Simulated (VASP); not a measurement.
# TaO4F (I-4) in VASP: further runs

Runs on TaO4F. Level: r2SCAN. Tasks: relaxation of cell and atoms, single point.

All numbers are computed with VASP 6.6.1; they aren't measurements. Logs are shortened: lines on timing, memory, paths and dates and some standing lists are left out, and cuts for length are marked.

## (1) The cell of the first run

The structure is tetragonal, space group I-4 (No. 82). The conventional cell has a = 4.744 Å, b = 4.744 Å, c = 6.428 Å, α = 90.00°, β = 90.00°, γ = 90.00°. Within 2.5 Å of Ta (site symmetry -4) lie 4 O at 1.85 Å. F (site symmetry -4) has 4 O at 2.00 Å within 2.6 Å. O (site symmetry 1) has 1 Ta at 1.85 Å and 1 F at 2.00 Å within 2.5 Å.

## (2) Relaxation of cell and atoms, r2SCAN

POSCAR reads:

```
TaO4F
1.0
   -2.3718150000      2.3718150000      3.2140520000
    2.3718150000     -2.3718150000      3.2140520000
    2.3718150000      2.3718150000     -3.2140520000
Ta F O
1 1 4
Direct
    0.0000000000      0.0000000000      0.0000000000
    0.2500000000      0.7500000000      0.5000000000
    0.3890000000      0.3500000000      0.5030000000
    0.6500000000      0.1530000000      0.0390000000
    0.8470000000      0.8860000000      0.4970000000
    0.1140000000      0.6110000000      0.9610000000
```

INCAR.step1 reads:

```
SYSTEM = TaO4F
ALGO = Normal
EDIFF = 1E-4
ENCUT = 600
GGA = PE
ISMEAR = -1
LASPH = .True.
LCHARG = .False.
LREAL = .False.
LWAVE = .True.
NELM = 80
PREC = Accurate
SIGMA = 0.1
```

INCAR.step2 reads:

```
SYSTEM = TaO4F
ALGO = Normal
EDIFF = 1E-6
EDIFFG = -0.03
ENCUT = 600
IBRION = 2
ISIF = 3
ISMEAR = -1
ISTART = 1
LASPH = .True.
LCHARG = .False.
LMIXTAU = .True.
LREAL = .False.
LWAVE = .False.
METAGGA = R2SCAN
NELM = 80
NSW = 100
PREC = Accurate
SIGMA = 0.1
```

KPOINTS reads:

```
k-points
0
Gamma
  5 5 5
  0 0 0
```

Potentials or basis: VASP PAW PBE potentials, release 64 (Ta_pv, F, O).

Started as:

```bash
cat potpaw_PBE.64/Ta_pv/POTCAR potpaw_PBE.64/F/POTCAR potpaw_PBE.64/O/POTCAR > POTCAR
cp INCAR.step1 INCAR
mpirun -np 1 vasp_std > vasp.out
cp INCAR.step2 INCAR
mpirun -np 1 vasp_std > vasp.out
```

OUTCAR:

```text
SYSTEM = TaO4F
   EDIFF = 1E-6
   EDIFFG = -0.03
   ENCUT = 600
   IBRION = 2
   ISIF = 3
   ISMEAR = -1
   ISTART = 1
   LASPH = .True.
   LREAL = .False.
   METAGGA = R2SCAN
   NELM = 80
   NSW = 100
   PREC = Accurate

 ion  position               nearest neighbor table
   1  0.000  0.000  0.000-   3 1.85   4 1.85   6 1.85   5 1.85
   2  0.250  0.750  0.500-
   3  0.389  0.350  0.503-   1 1.85
   4  0.650  0.153  0.039-   1 1.85
   5  0.847  0.886  0.497-   1 1.85
   6  0.114  0.611  0.961-   1 1.85

  LATTYP: Found a body centered tetragonal cell.
 ALAT       =     4.7436300000
 C/A-ratio  =     1.3551023162

  Lattice vectors:

 A1 = (  -2.3718150000,   2.3718150000,   3.2140520000)
 A2 = (   2.3718150000,  -2.3718150000,   3.2140520000)
 A3 = (   2.3718150000,   2.3718150000,  -3.2140520000)

Analysis of symmetry for initial positions (statically):
=====================================================================
 Subroutine PRICEL returns:
 Original cell was already a primitive cell.

 Routine SETGRP: Setting up the symmetry group for a
 body centered tetragonal supercell.

 Subroutine GETGRP returns: Found  4 space group operations
 (whereof  4 operations were pure point group operations)
 out of a pool of 16 trial point group operations.

The static configuration has the point symmetry S_4 .

Analysis of symmetry for dynamics (positions and initial velocities):
=====================================================================
 Subroutine PRICEL returns:
 Original cell was already a primitive cell.

 Routine SETGRP: Setting up the symmetry group for a
 body centered tetragonal supercell.

 Subroutine GETGRP returns: Found  4 space group operations
 (whereof  4 operations were pure point group operations)
 out of a pool of 16 trial point group operations.

The dynamic configuration has the point symmetry S_4 .

 Subroutine INISYM returns: Found  4 space group operations
 (whereof  4 operations are pure point group operations),
 and found     1 'primitive' translations

----------------------------------------------------------------------------------------

                                     Primitive cell

  volume of cell :      72.3227

  direct lattice vectors                    reciprocal lattice vectors
    -2.371815000  2.371815000  3.214052000     0.000000000  0.210809022  0.155566867
     2.371815000 -2.371815000  3.214052000     0.210809022  0.000000000  0.155566867
     2.371815000  2.371815000 -3.214052000     0.210809022  0.210809022  0.000000000

  length of vectors
     4.645550887  4.645550887  4.645550887     0.261995217  0.261995217  0.298128978

  position of ions in fractional coordinates (direct lattice)
     0.000000000  0.000000000  0.000000000
     0.250000000  0.750000000  0.500000000
     0.389000000  0.350000000  0.503000000
     0.650000000  0.153000000  0.039000000
     0.847000000  0.886000000  0.497000000
     0.114000000  0.611000000  0.961000000

  ion indices of the primitive-cell ions
   primitive index   ion index
                 1           1
                 2           2
                 3           3
                 4           4
                 5           5
                 6           6

----------------------------------------------------------------------------------------

 KPOINTS: k-points

Automatic generation of k-mesh.
 Grid dimensions read from file:
 generate k-points for:    5    5    5

 Generating k-lattice:

  Cartesian coordinates                     Fractional coordinates (reciprocal lattice)
     0.000000000  0.042161804  0.031113373     0.200000000 -0.000000000  0.000000000
     0.042161804  0.000000000  0.031113373    -0.000000000  0.200000000  0.000000000
     0.042161804  0.042161804  0.000000000     0.000000000  0.000000000  0.200000000

  Length of vectors
     0.052399043  0.052399043  0.059625796

  Shift w.r.t. Gamma in fractional coordinates (k-lattice)
     0.000000000  0.000000000  0.000000000

 Subroutine IBZKPT returns following result:
 ===========================================

 Found     21 irreducible k-points:

 Following reciprocal coordinates:
            Coordinates               Weight
  0.000000  0.000000  0.000000      1.000000
  0.200000  0.000000  0.000000      8.000000
  0.400000  0.000000  0.000000      8.000000
  0.200000  0.200000  0.000000      8.000000
  0.400000  0.200000 -0.000000      8.000000
 -0.200000 -0.400000  0.000000      8.000000
[... 13 lines left out ...]
 -0.400000  0.400000  0.400000      4.000000
 -0.400000 -0.400000  0.400000      2.000000
   k-points           NKPTS =     21   k-points in BZ     NKDIM =     21   number of bands    NBANDS=     25
   number of dos      NEDOS =    301   number of ions     NIONS =      6
   total plane-waves  NPLWV =  64000
   dimension x,y,z NGX =    40 NGY =   40 NGZ =   40
   dimension x,y,z NGXF=    80 NGYF=   80 NGZF=   80
   ions per type =               1   1   4
   NGX,Y,Z   is equivalent  to a cutoff of  14.31, 14.31, 14.31 a.u.
   NGXF,Y,Z  is equivalent  to a cutoff of  28.63, 28.63, 28.63 a.u.
 SYSTEM =  TaO4F
   PREC   = accura    normal or accurate (medium, high low for compatibility)
   ISTART =      1    job   : 0-new  1-cont  2-samecut
   ICHARG =      0    charge: 1-file 2-atom 10-const
   ISPIN  =      1    spin polarized calculation?
   LNONCOLLINEAR =      F non collinear calculations
   LSORBIT =      F    spin-orbit coupling
   LASPH  =      T    aspherical Exc in radial PAW
   ENCUT  =  600.0 eV  44.10 Ry    6.64 a.u.   9.28  9.28  9.28*2*pi/ulx,y,z
   NELM   =     80;   NELMIN=  2; NELMDL=  0     # of ELM steps
   EDIFF  = 0.1E-05   stopping-criterion for ELM
   LREAL  =      F    real-space projection
   EDIFFG = -.3E-01   stopping-criterion for IOM
   NSW    =    100    number of steps for IOM
   IBRION =      2    ionic relax: 0-MD 1-quasi-New 2-CG
   NFREE  =      1    steps in history (QN), initial steepest desc. (CG)
   ISIF   =      3    stress and relaxation
   ISYM   =      2    0-nonsym 1-usesym 2-fastsym
   POTIM  = 0.5000    time-step for ionic-motion
   TEBEG  =    0.0;   TEEND  =   0.0 temperature during run
   PSTRESS=    0.0 pullay stress
   NELECT =      42.0000    total number of electrons
   NUPDOWN=      -1.0000    fix difference up-down
   EMIN   =  10.00;   EMAX   =-10.00  energy-range for DOS
   EFERMI =   0.00;   METHOD = LEGACY
   ISMEAR =    -1;   SIGMA  =   0.10  broadening in eV -4-tet -1-fermi 0-gaus
   EFERMI_NEDOS =   21; number of points for ismear=-14 and -15
   IALGO  =     38    algorithm
   IMIX   =      4    mixing-type and parameters
     AMIX     =   0.40;   BMIX     =  1.00
     AMIX_MAG =   1.60;   BMIX_MAG =  1.00
  volume/ion in A,a.u.               =      12.05        81.34
  Fermi-wavevector in a.u.,A,eV,Ry     =   1.365840  2.581063 25.381917  1.865518
  Thomas-Fermi vector in A             =   2.492033
   LORBIT       =      0    0 simple, 1 ext, 2 COOP (PROOUT), +10 PAW based schemes
   METAGGA = R2SCAN    functional components
   LHFCALC =     F    Hartree Fock is set to
   AEXX    =    0.0000 exact exchange contribution
   IVDW    =     0    specifies the selected vdW correction
   LEPSILON=     F    determine dielectric tensor
   LRPA    =     F    only Hartree local field effects (RPA)
 conjugate gradient relaxation of ions
 non-spin polarized calculation
  energy-cutoff  :      600.00
  volume of cell :       72.32
 maximum number of plane-waves:      2429
 NGX is ok and might be reduce to    40
   NGX = 19   NGY = 19   NGZ = 19

--------------------------------------- Ionic step        1  -------------------------------------------

 number of electron      42.0000005 magnetization

 Free energy of the ion-electron system (eV)
  ---------------------------------------------------
  ext. energy  EPLUGINS =         0.00000000
  ---------------------------------------------------
  free energy    TOTEN  =       -78.80088572 eV

  energy without entropy =      -78.63621700  energy(sigma->0) =      -78.71855136

------------------------ aborting loop because EDIFF is reached ----------------------------------------

  FORCE on cell =-STRESS in cart. coord.  units (eV):
  Direction    XX          YY          ZZ          XY          YZ          ZX
  --------------------------------------------------------------------------------------
  -------------------------------------------------------------------------------------
  Total        4.1158065      4.1158065      1.6522029     -0.0000004      0.0000000      0.0000000
  in kB       91.1782013     91.1782013     36.6015475     -0.0000089      0.0000000      0.0000000
  external PRESSURE =      72.9859834 kB  Pullay stress =       0.0000000 kB
[... 101 lines left out ...]
  FREE ENERGIE OF THE ION-ELECTRON SYSTEM (eV)
  ---------------------------------------------------
  free  energy   TOTEN  =       -78.9038222011 eV

  energy  without entropy=      -78.7349136222  energy(sigma->0) =      -78.81936791

 E-fermi :  -0.2505     XC(G=0): -10.9021

 val. band max:       -0.2586010064   @ k =   0.2000   0.2000   0.2000
 cond. band min:      -0.2063510265   @ k =  -0.2000   0.4000  -0.0000
 fundamental gap:      0.0522499800
 Fermi energy:        -0.2504570526

 k-point     1 :       0.0000    0.0000    0.0000
  band No.  band energies     occupation
      1     -35.1749      2.00000
      2     -35.1749      2.00000
      3     -35.1662      2.00000
      4     -24.7201      2.00000
      5     -18.2466      2.00000
      6     -17.5133      2.00000
[... 577 lines left out ...]
     24       4.5984      0.00000
     25       5.7922      0.00000

 E-fermi :   2.0616     XC(G=0): -12.1946

 val. band max:        1.9919683845   @ k =  -0.4000   0.4000   0.4000
 cond. band min:       2.1966622416   @ k =  -0.4000   0.4000   0.0000
 fundamental gap:      0.2046938571
 Fermi energy:         2.0616471620

 k-point     1 :       0.0000    0.0000    0.0000
  band No.  band energies     occupation
      1     -33.8725      2.00000
      2     -33.8725      2.00000
      3     -33.8298      2.00000
      4     -23.3388      2.00000
      5     -17.2805      2.00000
      6     -16.1717      2.00000
[... 577 lines left out ...]
     24       6.7107      0.00000
     25       7.1260      0.00000

[... ionic steps 4 to 22 ...]

--------------------------------------- Ionic step       23  -------------------------------------------

 number of electron      42.0000004 magnetization

------------------------ aborting loop because EDIFF is reached ----------------------------------------

  FORCE on cell =-STRESS in cart. coord.  units (eV):
  Direction    XX          YY          ZZ          XY          YZ          ZX
  --------------------------------------------------------------------------------------
  -------------------------------------------------------------------------------------
  Total       -0.1837389     -0.1837389     -0.3442816     -0.0000022     -0.0000000      0.0000000
  in kB       -4.7973897     -4.7973897     -8.9891312     -0.0000583     -0.0000000      0.0000000
  external PRESSURE =      -6.1946369 kB  Pullay stress =       0.0000000 kB
[... 65 lines left out ...]
  energy  without entropy=      -80.3956437138  energy(sigma->0) =      -80.43872883

--------------------------------------- Ionic step       25  -------------------------------------------

 number of electron      42.0000004 magnetization

 Free energy of the ion-electron system (eV)
  ---------------------------------------------------
  ext. energy  EPLUGINS =         0.00000000
  ---------------------------------------------------
  free energy    TOTEN  =       -80.48219536 eV

  energy without entropy =      -80.39555807  energy(sigma->0) =      -80.43887672

 E-fermi :   1.7395     XC(G=0): -12.0487

 val. band max:        1.7302197091   @ k =  -0.4000   0.4000   0.4000
 cond. band min:       1.8150020093   @ k =  -0.2000   0.2000   0.2000
 fundamental gap:      0.0847823001
 Fermi energy:         1.7394970273

 k-point     1 :       0.0000    0.0000    0.0000
  band No.  band energies     occupation
      1     -34.2229      2.00000
      2     -34.2229      2.00000
      3     -34.1618      2.00000
      4     -23.1897      2.00000
      5     -17.4927      2.00000
      6     -16.3236      2.00000
[... 610 lines left out ...]
  FREE ENERGIE OF THE ION-ELECTRON SYSTEM (eV)
  ---------------------------------------------------
  free  energy   TOTEN  =       -80.4821953636 eV

  energy  without entropy=      -80.3955580722  energy(sigma->0) =      -80.43887672

 reached required accuracy - stopping structural energy minimisation
```

Run time: 64 min. Hardware: 1 thread of Intel Xeon Platinum 8124M at 3.00GHz (Skylake/Cascade Lake), shared host; peak memory 0.3 GiB.

Results:

- Free energy: -80.4822 eV
- Relaxed volume: 10.21 Å³/atom
- Relaxed cell: a = 4.301 Å, b = 4.301 Å, c = 4.301 Å, α = 109.41°, β = 109.41°, γ = 109.60°
- Space group after relaxing (to 0.1 Å): I-4 (No. 82)
- Energy gained by relaxing: 280.2 meV/atom
- Ionic steps: 25
- Pressure after relaxing: -0.3 GPa
- Largest force after relaxing: 0.023 eV/Å
- Band gap on the k mesh: 0.08 eV (least direct gap 0.34 eV)

Forces on the atoms (eV/Å):
```
Ta   0.000  0.000  0.000
F    0.000  0.000  0.000
O    0.011  0.019 -0.005
O    0.019 -0.011  0.005
O   -0.011 -0.019 -0.005
O   -0.019  0.011  0.005
```

Stress tensor (GPa, compression positive):
```
-0.18  0.00  0.00
 0.00 -0.18  0.00
 0.00  0.00 -0.41
```

The path:
```csv
step,energy change (eV),largest force (eV/Å),pressure (GPa),volume (Å³)
1,0.0000,1.3145,7.30,72.32
2,0.2353,2.0499,-14.11,78.21
3,-0.1029,0.5747,-1.44,74.29
4,-0.1030,0.5688,-1.24,74.24
5,-0.1613,0.5108,-0.95,73.94
6,-0.2983,0.3684,-0.01,73.04
7,-0.4652,0.3469,1.51,71.24
8,-0.7505,0.6247,1.52,67.60
9,-0.9931,1.3237,-9.82,60.21
10,-0.9531,0.2311,5.44,65.95
11,-1.2652,0.4295,-0.20,63.09
12,-1.2886,0.7340,-3.84,61.65
13,-1.2948,0.5203,-1.48,62.53
14,-1.3453,0.5355,-1.95,62.24
15,-1.4310,0.6149,-2.90,61.50
16,-1.4064,0.8757,-3.47,59.94
17,-1.4583,0.6892,-3.02,60.96
18,-1.4991,0.6189,-1.72,60.78
19,-1.5823,0.5227,2.34,60.24
20,-1.5754,0.9705,11.01,59.17
21,-1.6079,0.6524,6.31,59.73
22,-1.6613,0.3321,2.91,60.50
23,-1.6809,0.0274,-0.62,61.36
24,-1.6809,0.0272,-0.48,61.33
25,-1.6813,0.0228,-0.25,61.27
```

Final structure:
```
Ta F O
1.0
    -2.48544    2.48544    2.47941
     2.48544   -2.48544    2.47941
     2.48544    2.48544   -2.47941
Ta F O
1 1 4
Cartesian
  0.0000 0.0000 0.0000
  2.4854 0.0000 1.2397
  0.8593 1.1168 1.3275
  1.1168 -0.8593 3.6313
  1.6262 1.3686 -1.1519
  1.3686 3.3447 1.1519
```

Caveat: the volume moved by over 15 % at a fixed basis, so the end points are rough; the PAW data sets were made with another functional, which shifts forces and pressure a little; spin-orbit coupling is left out, which moves the levels of the heavy elements; an odd mesh through Γ misses points on the zone boundary, where band edges can lie.

## (3) Single point, r2SCAN

This run uses another cell than the first one, of 10.21 Å³/atom.

POSCAR reads:

```
TaO4F
1.0
   -2.4880170638      2.4880170638      2.4740582604
    2.4880170638     -2.4880170638      2.4740582604
    2.4880170638      2.4880170638     -2.4740582604
Ta F O
1 1 4
Direct
    0.0000000000      0.0000000000      0.0000000000
    0.2500000000      0.7500000000      0.5000000000
    0.4900231679      0.4393384320      0.3979063924
    0.5606615680     -0.0414320396      0.0506847359
    1.0414320396      1.0921167754      0.6020936076
   -0.0921167754      0.5099768321      0.9493152641
```

INCAR.step1 reads:

```
PREC     = Accurate       # precision mode
ENCUT    = 660            # plane-wave cutoff, eV
ISMEAR   = -1             # smearing method
SIGMA    = 0.1            # smearing width, eV
LREAL    = F              # projectors in reciprocal space
LASPH    = T              # aspherical terms in the spheres
NELM     = 120            # most SCF steps
NBANDS   = 31             # bands
GGA      = PE             # functional
ALGO     = Normal         # electronic algorithm
EDIFF    = 1E-5           # SCF threshold, eV
LWAVE    = T              # write WAVECAR
LCHARG   = F              # write CHGCAR
GGA_COMPAT= F
```

INCAR.step2 reads:

```
PREC     = Accurate       # precision mode
ENCUT    = 660            # plane-wave cutoff, eV
EDIFF    = 1E-6           # SCF threshold, eV
ISMEAR   = -1             # smearing method
SIGMA    = 0.1            # smearing width, eV
LREAL    = F              # projectors in reciprocal space
LASPH    = T              # aspherical terms in the spheres
NELM     = 120            # most SCF steps
ALGO     = Normal         # electronic algorithm
ISIF     = 2              # what is computed and relaxed
LWAVE    = F              # write WAVECAR
LCHARG   = T              # write CHGCAR
METAGGA  = R2SCAN         # meta-GGA
LMIXTAU  = T            
LELF     = T              # ELF
LVHAR    = T            
NBANDS   = 31             # bands
ISTART   = 1            
GGA_COMPAT= F
```

KPOINTS reads:

```
regular mesh
0
Gamma
  5 5 5
```

Potentials or basis: VASP PAW PBE potentials, release 64 (Ta_sv_GW, F, O).

Started as:

```bash
cat potpaw_PBE.64/Ta_sv_GW/POTCAR potpaw_PBE.64/F/POTCAR potpaw_PBE.64/O/POTCAR > POTCAR
cp INCAR.step1 INCAR
mpirun -np 1 vasp_std > vasp.out
cp INCAR.step2 INCAR
mpirun -np 1 vasp_std > vasp.out
```

Wall time 98 s (1 thread of Intel Xeon 6975P-C (Granite Rapids), shared host); peak memory 0.25 GiB.

It converged, with:

- Free energy: -83.0751 eV
- Pressure: -0.2 GPa
- Largest force: 0.097 eV/Å
- Band gap on the k mesh: 0.08 eV (least direct gap 0.33 eV)

Forces on the atoms (eV/Å):
```
Ta   0.000  0.000  0.000
F    0.000  0.000  0.000
O    0.049  0.057  0.062
O    0.057 -0.049 -0.062
O   -0.049 -0.057  0.062
O   -0.057  0.049 -0.062
```

Stress tensor (GPa, compression positive):
```
-0.36  0.00  0.00
 0.00 -0.36  0.00
 0.00  0.00  0.03
```

Levels at points of the mesh, in eV from the valence-band top:
```
           k point  band 19  band 20  band 21  band 22  band 23  band 24  band 25  band 26
(0.00, 0.00, 0.00)    -1.66    -1.57    -0.87    -0.46     0.41     0.41     4.01     5.10
```

Caveat: the PAW data sets were made with another functional, which shifts forces and pressure a little; spin-orbit coupling is left out, which moves the levels of the heavy elements; an odd mesh through Γ misses points on the zone boundary, where band edges can lie.

[end of part 1 of 2]
